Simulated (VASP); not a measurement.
# Rb (I4/mmm) in VASP: relaxation of cell and atoms with r2SCAN

Aim: the relaxation of cell and atoms of Rb with r2SCAN.

Program: VASP 6.6.1. These are calculated values, not measurements. Logs are shortened: lines on timing, memory, paths and dates and some standing lists are left out, and cuts for length are marked.

## (1) The cell of the first run

It takes space group I4/mmm (No. 139, tetragonal). The conventional cell has a = 4.795 Å, b = 4.795 Å, c = 3.948 Å, α = 90.00°, β = 90.00°, γ = 90.00°. Within 5.2 Å of Rb (site symmetry 4/mmm) lie 14 Rb at 3.92 to 4.79 Å.

## (2) Relaxation of cell and atoms, r2SCAN

Contents of POSCAR:

```
Rb
1.0
   -2.3973570000      2.3973570000      1.9738650000
    2.3973570000     -2.3973570000      1.9738650000
    2.3973570000      2.3973570000     -1.9738650000
Rb
1
Direct
    0.0000000000      0.0000000000      0.0000000000
```

Contents of INCAR.step1:

```
SYSTEM = Rb
PREC = Accurate
ENCUT = 600
ISMEAR = -1
SIGMA = 0.1
LREAL = .False.
LASPH = .True.
NELM = 60
GGA = PE
ALGO = Normal
EDIFF = 1E-4
LWAVE = .True.
LCHARG = .False.
```

Contents of INCAR.step2:

```
SYSTEM = Rb
PREC = Accurate
ENCUT = 600
EDIFF = 1E-6
ISMEAR = -1
SIGMA = 0.1
LREAL = .False.
LASPH = .True.
NELM = 60
ALGO = Normal
ISIF = 3
LWAVE = .False.
LCHARG = .False.
METAGGA = R2SCAN
LMIXTAU = .True.
IBRION = 2
NSW = 80
EDIFFG = -0.01
ISTART = 1
```

Contents of KPOINTS:

```
regular mesh
0
Gamma
  11 11 11
  0 0 0
```

Potentials or basis: VASP PAW PBE potentials, release 64 (Rb_sv).

Started as:

```sh
$ cat potpaw_PBE.64/Rb_sv/POTCAR > POTCAR
$ cp INCAR.step1 INCAR
$ mpirun -np 1 vasp_std > vasp.out
$ cp INCAR.step2 INCAR
$ mpirun -np 1 vasp_std > vasp.out
```

OUTCAR:

```text
SYSTEM = Rb
   PREC = Accurate
   ENCUT = 600
   EDIFF = 1E-6
   ISMEAR = -1
   LREAL = .False.
   LASPH = .True.
   NELM = 60
   ISIF = 3
   METAGGA = R2SCAN
   IBRION = 2
   NSW = 80
   EDIFFG = -0.01
   ISTART = 1

 ion  position               nearest neighbor table
   1  0.000  0.000  0.000-

  LATTYP: Found a body centered tetragonal cell.
 ALAT       =     4.7947140000
 C/A-ratio  =     0.8233504647

  Lattice vectors:

 A1 = (  -2.3973570000,   2.3973570000,   1.9738650000)
 A2 = (   2.3973570000,  -2.3973570000,   1.9738650000)
 A3 = (   2.3973570000,   2.3973570000,  -1.9738650000)

Analysis of symmetry for initial positions (statically):
=====================================================================
 Subroutine PRICEL returns:
 Original cell was already a primitive cell.

 Routine SETGRP: Setting up the symmetry group for a
 body centered tetragonal supercell.

 Subroutine GETGRP returns: Found 16 space group operations
 (whereof 16 operations were pure point group operations)
 out of a pool of 16 trial point group operations.

The static configuration has the point symmetry D_4h.

Analysis of symmetry for dynamics (positions and initial velocities):
=====================================================================
 Subroutine PRICEL returns:
 Original cell was already a primitive cell.

 Routine SETGRP: Setting up the symmetry group for a
 body centered tetragonal supercell.

 Subroutine GETGRP returns: Found 16 space group operations
 (whereof 16 operations were pure point group operations)
 out of a pool of 16 trial point group operations.

The dynamic configuration has the point symmetry D_4h.

 Subroutine INISYM returns: Found 16 space group operations
 (whereof 16 operations are pure point group operations),
 and found     1 'primitive' translations

----------------------------------------------------------------------------------------

                                     Primitive cell

  volume of cell :      45.3777

  direct lattice vectors                    reciprocal lattice vectors
    -2.397357000  2.397357000  1.973865000     0.000000000  0.208563013  0.253310130
     2.397357000 -2.397357000  1.973865000     0.208563013  0.000000000  0.253310130
     2.397357000  2.397357000 -1.973865000     0.208563013  0.208563013  0.000000000

  length of vectors
     3.923108998  3.923108998  3.923108998     0.328122771  0.328122771  0.294952642

  position of ions in fractional coordinates (direct lattice)
     0.000000000  0.000000000  0.000000000

  ion indices of the primitive-cell ions
   primitive index   ion index
                 1           1

----------------------------------------------------------------------------------------

 KPOINTS: regular mesh

Automatic generation of k-mesh.
 Grid dimensions read from file:
 generate k-points for:   11   11   11

 Generating k-lattice:

  Cartesian coordinates                     Fractional coordinates (reciprocal lattice)
     0.000000000  0.018960274  0.023028194     0.090909091 -0.000000000  0.000000000
     0.018960274  0.000000000  0.023028194    -0.000000000  0.090909091  0.000000000
     0.018960274  0.018960274  0.000000000     0.000000000  0.000000000  0.090909091

  Length of vectors
     0.029829343  0.029829343  0.026813877

  Shift w.r.t. Gamma in fractional coordinates (k-lattice)
     0.000000000  0.000000000  0.000000000

 Subroutine IBZKPT returns following result:
 ===========================================

 Found    126 irreducible k-points:

 Following reciprocal coordinates:
            Coordinates               Weight
  0.000000  0.000000  0.000000      1.000000
  0.090909  0.000000 -0.000000      8.000000
  0.181818 -0.000000  0.000000      8.000000
  0.272727 -0.000000  0.000000      8.000000
  0.363636 -0.000000  0.000000      8.000000
  0.454545  0.000000  0.000000      8.000000
[... 16 lines left out ...]
 -0.272727  0.181818  0.000000     16.000000
 -0.181818  0.181818  0.000000      4.000000
 [... further k-points ...]
   k-points           NKPTS =    126   k-points in BZ     NKDIM =    126   number of bands    NBANDS=      8
   number of dos      NEDOS =    301   number of ions     NIONS =      1
   total plane-waves  NPLWV =  32768
   dimension x,y,z NGX =    32 NGY =   32 NGZ =   32
   dimension x,y,z NGXF=    64 NGYF=   64 NGZF=   64
   ions per type =               1
   NGX,Y,Z   is equivalent  to a cutoff of  13.56, 13.56, 13.56 a.u.
   NGXF,Y,Z  is equivalent  to a cutoff of  27.12, 27.12, 27.12 a.u.
 SYSTEM =  Rb
   PREC   = accura    normal or accurate (medium, high low for compatibility)
   ISTART =      1    job   : 0-new  1-cont  2-samecut
   ICHARG =      0    charge: 1-file 2-atom 10-const
   ISPIN  =      1    spin polarized calculation?
   LNONCOLLINEAR =      F non collinear calculations
   LSORBIT =      F    spin-orbit coupling
   LASPH  =      T    aspherical Exc in radial PAW
   ENCUT  =  600.0 eV  44.10 Ry    6.64 a.u.   7.84  7.84  7.84*2*pi/ulx,y,z
   NELM   =     60;   NELMIN=  2; NELMDL=  0     # of ELM steps
   EDIFF  = 0.1E-05   stopping-criterion for ELM
   LREAL  =      F    real-space projection
   EDIFFG = -.1E-01   stopping-criterion for IOM
   NSW    =     80    number of steps for IOM
   IBRION =      2    ionic relax: 0-MD 1-quasi-New 2-CG
   NFREE  =      1    steps in history (QN), initial steepest desc. (CG)
   ISIF   =      3    stress and relaxation
   ISYM   =      2    0-nonsym 1-usesym 2-fastsym
   POTIM  = 0.5000    time-step for ionic-motion
   TEBEG  =    0.0;   TEEND  =   0.0 temperature during run
   PSTRESS=    0.0 pullay stress
   NELECT =       9.0000    total number of electrons
   NUPDOWN=      -1.0000    fix difference up-down
   EMIN   =  10.00;   EMAX   =-10.00  energy-range for DOS
   EFERMI =   0.00;   METHOD = LEGACY
   ISMEAR =    -1;   SIGMA  =   0.10  broadening in eV -4-tet -1-fermi 0-gaus
   EFERMI_NEDOS =   21; number of points for ismear=-14 and -15
   IALGO  =     38    algorithm
   IMIX   =      4    mixing-type and parameters
     AMIX     =   0.40;   BMIX     =  1.00
     AMIX_MAG =   1.60;   BMIX_MAG =  1.00
  volume/ion in A,a.u.               =      45.38       306.22
  Fermi-wavevector in a.u.,A,eV,Ry     =   0.954717  1.804154 12.401504  0.911485
  Thomas-Fermi vector in A             =   2.083489
   LORBIT       =      0    0 simple, 1 ext, 2 COOP (PROOUT), +10 PAW based schemes
   METAGGA = R2SCAN    functional components
   LHFCALC =     F    Hartree Fock is set to
   AEXX    =    0.0000 exact exchange contribution
   IVDW    =     0    specifies the selected vdW correction
   LEPSILON=     F    determine dielectric tensor
   LRPA    =     F    only Hartree local field effects (RPA)
 conjugate gradient relaxation of ions
 non-spin polarized calculation
  energy-cutoff  :      600.00
  volume of cell :       45.38
 maximum number of plane-waves:      1535
   NGX = 15   NGY = 15   NGZ = 15

--------------------------------------- Ionic step        1  -------------------------------------------

 number of electron       9.0000000 magnetization

 Free energy of the ion-electron system (eV)
  ---------------------------------------------------
  ext. energy  EPLUGINS =         0.00000000
  ---------------------------------------------------
  free energy    TOTEN  =       -13.30110670 eV

  energy without entropy =      -13.26582155  energy(sigma->0) =      -13.28346413

------------------------ aborting loop because EDIFF is reached ----------------------------------------

  FORCE on cell =-STRESS in cart. coord.  units (eV):
  Direction    XX          YY          ZZ          XY          YZ          ZX
  --------------------------------------------------------------------------------------
  -------------------------------------------------------------------------------------
  Total        1.8909701      1.8909701      1.9713459      0.0000000      0.0000000      0.0000000
  in kB       66.7655436     66.7655436     69.6034159      0.0000000      0.0000000      0.0000000
  external PRESSURE =      67.7115010 kB  Pullay stress =       0.0000000 kB
[... 86 lines left out ...]
  FREE ENERGIE OF THE ION-ELECTRON SYSTEM (eV)
  ---------------------------------------------------
  free  energy   TOTEN  =       -13.8963282608 eV

  energy  without entropy=      -13.8698044124  energy(sigma->0) =      -13.88306634

 E-fermi :   0.1048     XC(G=0):  -5.7424

 val. band max:        0.0665409738   @ k =  -0.4545   0.4545   0.0909
 cond. band min:       0.1091792279   @ k =  -0.2727  -0.2727   0.2727
 fundamental gap:      0.0426382541
 Fermi energy:         0.1048445049

 k-point     1 :       0.0000    0.0000    0.0000
  band No.  band energies     occupation
      1     -29.9943      2.00000
      2     -13.4823      2.00000
      3     -13.4823      2.00000
      4     -13.4819      2.00000
      5      -2.0101      2.00000
      6       3.5535      0.00000
      7       4.4574      0.00000
      8       4.7028      0.00000
[... 243 lines left out ...]
 k-point    24 :      -0.1818    0.1818    0.0000
  band No.  band energies     occupation
      1     -29.9931      2.00000
      2     -13.5116      2.00000
      3     -13.4881      2.00000
      4     -13.4805      2.00000
      5      -1.6487      2.00000
      6       2.9373      0.00000
      7       4.2251      0.00000
      8       4.3814      0.00000

 [... further k-points ...]

[... ionic steps 4 to 11 ...]

--------------------------------------- Ionic step       12  -------------------------------------------

 number of electron       9.0000000 magnetization

------------------------ aborting loop because EDIFF is reached ----------------------------------------

  FORCE on cell =-STRESS in cart. coord.  units (eV):
  Direction    XX          YY          ZZ          XY          YZ          ZX
  --------------------------------------------------------------------------------------
  -------------------------------------------------------------------------------------
  Total       -0.0247193     -0.0247193     -0.0201527      0.0000000     -0.0000000      0.0000000
  in kB       -0.4121566     -0.4121566     -0.3360152      0.0000000     -0.0000000      0.0000000
  external PRESSURE =      -0.3867761 kB  Pullay stress =       0.0000000 kB
[... 55 lines left out ...]
  energy  without entropy=      -13.9037381451  energy(sigma->0) =      -13.91743781

--------------------------------------- Ionic step       14  -------------------------------------------

 number of electron       9.0000000 magnetization

 Free energy of the ion-electron system (eV)
  ---------------------------------------------------
  ext. energy  EPLUGINS =         0.00000000
  ---------------------------------------------------
  free energy    TOTEN  =       -13.93129250 eV

  energy without entropy =      -13.90407373  energy(sigma->0) =      -13.91768312

 E-fermi :  -0.0023     XC(G=0):  -5.6284

 val. band max:       -0.0337243417   @ k =  -0.1818   0.4545   0.0909
 cond. band min:       0.0209673107   @ k =  -0.1818  -0.3636   0.0909
 fundamental gap:      0.0546916524
 Fermi energy:        -0.0022811683

 k-point     1 :       0.0000    0.0000    0.0000
  band No.  band energies     occupation
      1     -30.1121      2.00000
      2     -13.6049      2.00000
      3     -13.6048      2.00000
      4     -13.6048      2.00000
      5      -2.0543      2.00000
      6       3.9696      0.00000
      7       4.1147      0.00000
      8       4.1147      0.00000
[... 243 lines left out ...]
 k-point    24 :      -0.1818    0.1818    0.0000
  band No.  band energies     occupation
      1     -30.1110      2.00000
      2     -13.6305      2.00000
      3     -13.6127      2.00000
      4     -13.6045      2.00000
      5      -1.6673      2.00000
      6       3.1746      0.00000
      7       3.6508      0.00000
      8       4.6527      0.00000

 [... further k-points ...]

------------------------ aborting loop because EDIFF is reached ----------------------------------------

  FORCE on cell =-STRESS in cart. coord.  units (eV):
  Direction    XX          YY          ZZ          XY          YZ          ZX
  --------------------------------------------------------------------------------------
  -------------------------------------------------------------------------------------
  Total        0.0037136      0.0037136      0.0057432      0.0000000      0.0000000     -0.0000000
  in kB        0.0629658      0.0629658      0.0973800      0.0000000      0.0000000     -0.0000000
  external PRESSURE =       0.0744372 kB  Pullay stress =       0.0000000 kB
[... 16 lines left out ...]
  FREE ENERGIE OF THE ION-ELECTRON SYSTEM (eV)
  ---------------------------------------------------
  free  energy   TOTEN  =       -13.9312925027 eV

  energy  without entropy=      -13.9040737277  energy(sigma->0) =      -13.91768312

 reached required accuracy - stopping structural energy minimisation
```

Run time: 35 min. Hardware: 1 thread of Intel Xeon 8259CL, shared host; peak memory 0.23 GiB.

What came out:

* Free energy: -13.9313 eV
* Relaxed volume: 94.49 Å³/atom
* Relaxed cell: a = 4.971 Å, b = 4.971 Å, c = 4.971 Å, α = 108.77°, β = 108.77°, γ = 110.89°
* Space group after relaxing (to 0.1 Å): I4/mmm (No. 139)
* Energy gained by relaxing: 630.2 meV/atom
* Ionic steps: 14
* Pressure after relaxing: 0.0 GPa
* Band gap on the k mesh: zero (an odd number of electrons rules out a gap without spin polarisation)

The path:
```csv
step,energy change (eV),largest force (eV/Å),pressure (GPa),volume (Å³)
1,0.0000,0.0000,6.77,45.38
2,-0.3939,0.0000,2.88,59.17
3,-0.5952,0.0000,0.64,80.04
4,-0.6196,0.0000,0.16,90.28
5,-0.6223,0.0000,0.02,95.13
6,-0.6223,0.0000,-0.02,96.38
7,-0.6235,0.0000,-0.02,96.41
8,-0.6263,0.0000,-0.03,96.45
9,-0.6294,0.0000,-0.04,96.31
10,-0.6292,0.0000,-0.02,95.23
11,-0.6300,0.0000,-0.03,95.88
12,-0.6300,0.0000,-0.04,96.09
13,-0.6300,0.0000,-0.04,96.05
14,-0.6302,0.0000,0.01,94.49
```

Final structure:
```
Rb
1.0
    -2.89462    2.89462    2.81939
     2.89462   -2.89462    2.81939
     2.89462    2.89462   -2.81939
Rb
1
Direct
  0.00000 0.00000 0.00000
```

Caveat: the volume moved by over 15 % at a fixed basis, so the end points are rough; the PAW data sets were made with another functional, which shifts forces and pressure a little.
